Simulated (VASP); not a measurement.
Ti3Al, 4 atoms in the cell. The structure is hexagonal, space group P-6m2 (No. 187). Conventional cell: a = 2.928 Å, b = 2.928 Å, c = 9.226 Å, α = 90.00°, β = 90.00°, γ = 120.00°. Within 3.8 Å of Ti (site symmetry 3m) lie 9 Ti at 2.86 to 2.93 Å and 3 Al at 2.86 Å. Ti (site symmetry -6m2) has 12 Ti at 2.86 to 2.93 Å within 3.8 Å. Al (site symmetry -6m2) has 6 Ti at 2.86 Å and 6 Al at 2.93 Å within 3.8 Å. 

| Item | Value |
| --- | --- |
| Program | VASP 6.6.1 |
| Task | relaxation of cell and atoms |
| Functional | PBEsol |
| Potentials or basis | VASP PAW PBE potentials, release 64 (Ti_sv, Al) |
| Cutoff | 600 eV |
| k mesh | 10 × 10 × 3 |
| Occupations | fermi-dirac, width 0.05 eV |
| Spin | no spin polarisation |
| Target pressure | 30 GPa |
| Dipole correction | no |
| Further INCAR settings | ALGO = Normal; EDIFF = 1e-06; IBRION = 2; EDIFFG = -0.01; NSW = 60; ISIF = 3 |

Potentials or basis: VASP PAW PBE potentials, release 64 (Ti_sv, Al).

Command:

```sh
$ cat potpaw_PBE.64/Ti_sv/POTCAR potpaw_PBE.64/Al/POTCAR > POTCAR
$ mpirun -np 1 vasp_std > vasp.out
```

Hardware: 1 thread of Intel(R) Xeon(R) 6975P-C (Granite Rapids), with other jobs on the host.

Q: Estimate the wall time of this run.

A: Run time: 3.5 min on 1 thread of Intel(R) Xeon(R) 6975P-C (Granite Rapids), with other jobs on the host, peak memory 0.24 GiB. Counts: scf iterations 133, k points 28, ion steps 13.
